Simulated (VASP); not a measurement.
Runs of VASP 6.6.1 on AgI. The structure is that of space group F-43m (No. 216), or close to it. The cells are those of the table. 

```csv
level,cell,k mesh,cutoff (eV),gap on the mesh (eV),pressure (GPa)
r2SCAN,"a = 4.651 Å, angles 120.0, 120.0, 89.9°, 2 atoms",8 × 8 × 8,550,1.79,-0.1
PBE,"a = 4.651 Å, angles 120.0, 120.0, 89.9°, 2 atoms",8 × 8 × 8,500,1.34,0.6
r2SCAN,"a = 4.742 Å, angles 120.0, 120.0, 89.9°, 2 atoms",6 × 6 × 6,550,1.79,-1.5
r2SCAN,"a = 4.697 Å, angles 120.0, 120.0, 89.9°, 2 atoms",6 × 6 × 6,550,1.79,-0.9
PBE,"a = 4.592 Å, angles 120.0, 120.0, 89.9°, 2 atoms",6 × 6 × 6,500,1.34,(a)
r2SCAN,"a = 4.556 Å, angles 120.0, 120.0, 89.9°, 2 atoms",6 × 6 × 6,550,1.79,2.0
r2SCAN,"a = 4.651 Å, angles 120.0, 120.0, 89.9°, 2 atoms",6 × 6 × 6,550,1.79,-0.1
PBE,"a = 4.734 Å, angles 120.0, 120.0, 89.9°, 2 atoms",6 × 6 × 6,500,1.35,(b)
PBE,"a = 4.780 Å, angles 120.0, 120.0, 89.9°, 2 atoms",6 × 6 × 6,500,1.35,-1.3
PBE,"a = 4.641 Å, angles 120.0, 120.0, 89.9°, 2 atoms",6 × 6 × 6,500,1.34,0.8
PBE,"a = 4.688 Å, angles 120.0, 120.0, 89.9°, 2 atoms",6 × 6 × 6,500,1.34,0.0
r2SCAN,"a = 4.604 Å, angles 120.0, 120.0, 89.9°, 2 atoms",6 × 6 × 6,550,1.79,0.8
```

Alike in all rows: task single point; potentials or basis VASP PAW PBE potentials, release 64 (Ag, I); no spin polarisation; smearing gaussian 0.01 eV.

Q: Fill in the values left out.

A: (a) 1.9; (b) -0.7.

Caveats: spin-orbit coupling is left out, which moves the levels of the heavy elements; the PAW data sets were made with another functional, which shifts forces and pressure a little (some runs).

A k mesh can miss the band edges, and the runs leave out spin-orbit coupling on Ag, I.
